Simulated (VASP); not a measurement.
A run of VASP 6.6.1 is set up as follows.

File INCAR:

```
SYSTEM = Ge
ALGO = Normal
DIPOL = 0.5 0.5 0.500
EDIFF = 1E-6
ENCUT = 520
GGA = PE
IDIPOL = 3
ISIF = 2
ISMEAR = 0
IVDW = 12
LASPH = .True.
LCHARG = .True.
LDIPOL = .True.
LELF = .True.
LREAL = .False.
LVACPOTAV = .True.
LVHAR = .True.
LWAVE = .False.
NBANDS = 21
NELM = 80
PREC = Accurate
SIGMA = 0.1
```

KPOINTS

```
k-points
0
Gamma
  12 12 1
  0 0 0
```

Contents of POSCAR:

```
Ge
1.0
    4.0300000000      0.0000000000      0.0000000000
   -2.0150000000      3.4900823773      0.0000000000
    0.0000000000      0.0000000000     28.0000000000
Ge
2
Direct
    0.3333333333      0.6666666667      0.5026250000
    0.6666666667      0.3333333333      0.4973750000
```

Potentials or basis: VASP PAW PBE potentials, release 64 (Ge_d).

The run is started by

```bash
$ cat potpaw_PBE.64/Ge_d/POTCAR > POTCAR
$ mpirun -np 1 vasp_std > vasp.out
```

(1) What does it give for the work function of the lower face?

(2) Predict the work function of the upper face.

Results:

(1) 4.42 eV.

(2) 4.42 eV.
